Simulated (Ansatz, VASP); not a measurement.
# Zr in VASP and in Ansatz

Contents of INCAR:

```
SYSTEM = Zr
PREC = Accurate
ENCUT = 600
EDIFF = 1E-7
ISMEAR = -1
SIGMA = 0.05
LREAL = .False.
LASPH = .True.
NELM = 80
ALGO = Normal
ISIF = 3
LWAVE = .False.
LCHARG = .False.
GGA = PE
IBRION = 2
NSW = 100
EDIFFG = -0.005
```

The input KPOINTS:

```
regular mesh
0
Gamma
  13 13 13
  0 0 0
```

File POSCAR:

```
Zr
1.0
   -1.7727566677      1.7727566677      1.7727566677
    1.7727566677     -1.7727566677      1.7727566677
    1.7727566677      1.7727566677     -1.7727566677
Zr
1
Direct
    0.0000000000      0.0000000000      0.0000000000
```

Input for Ansatz:

```yaml
crystal:
  lattice:
    - [-1.7727566677, 1.7727566677, 1.7727566677]
    - [1.7727566677, -1.7727566677, 1.7727566677]
    - [1.7727566677, 1.7727566677, -1.7727566677]
  atoms:
    - { symbol: Zr, position: [0.0, 0.0, 0.0] }
kpoints:
  mp_grid: { grid: [13, 13, 13] }
scf:
  occupations: { method: fermi_dirac, width: 0.05 }
hamiltonian:
  xc: pbe
  pseudopotentials: { kind: all_electron, lapw: { basis_error: 0.001 } }
output:
  forces: true
  stress: true
relax:
  f_tol: 0.005
  max_steps: 80
  cell: {}
```

Alike in both runs: task relaxation of cell and atoms; functional PBE; k mesh 13 × 13 × 13; occupations fermi-dirac, width 0.05 eV; no spin polarisation.

|  | VASP | Ansatz |
| --- | --- | --- |
| version | VASP 6.6.1 | Ansatz 0.2.0 |
| potentials or method | VASP PAW PBE potentials, release 64 (Zr_sv), cutoff 600 eV | all-electron LAPW, scalar-relativistic |

```csv
,VASP,Ansatz,Ansatz less VASP
relaxed volume (Å³/atom),22.82,22.81,-0.003
relaxed cell length with the largest relative difference (Å),3.095,3.095,-0.0001
```

Ansatz ran all-electron here, and VASP with PAW potentials.
